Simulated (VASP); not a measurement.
A run of VASP 6.6.1:

The input INCAR:

```
ALGO = Normal
EDIFF = 1E-6
ENCUT = 520
GGA = PE
ISIF = 2
ISMEAR = 0
LASPH = T
LCHARG = F
LREAL = F
LWAVE = F
NBANDS = 12
NELM = 60
PREC = Accurate
SIGMA = 0.1
```

File KPOINTS:

```
k-points
0
Gamma
  12 12 12
```

Contents of POSCAR:

```
Al2Si
1.0
    3.8756568801      0.0000000000      0.0000000000
    0.0000000000      3.8756568801      0.0000000000
    0.0000000000      0.0000000000      3.6461795861
Al Si
2 1
Direct
    0.5000000000      0.0000000000      0.0000000000
    0.0000000000      0.5000000000      0.0000000000
    0.0000000000      0.0000000000      0.5000000000
```

Potentials or basis: VASP PAW PBE potentials, release 64 (Al, Si).

The run is started by

```bash
$ cat potpaw_PBE.64/Al/POTCAR potpaw_PBE.64/Si/POTCAR > POTCAR
$ mpirun -np 1 vasp_std > vasp.out
```

Hardware: 1 thread of Intel(R) Xeon(R) 6975P-C (Granite Rapids) (shared host).

Question: How long does it take, and how much memory?

Answer: It took 41 s on 1 thread of Intel(R) Xeon(R) 6975P-C (Granite Rapids), on a shared host, peak memory 0.25 GiB. Counts: scf iterations 12, k points 196.
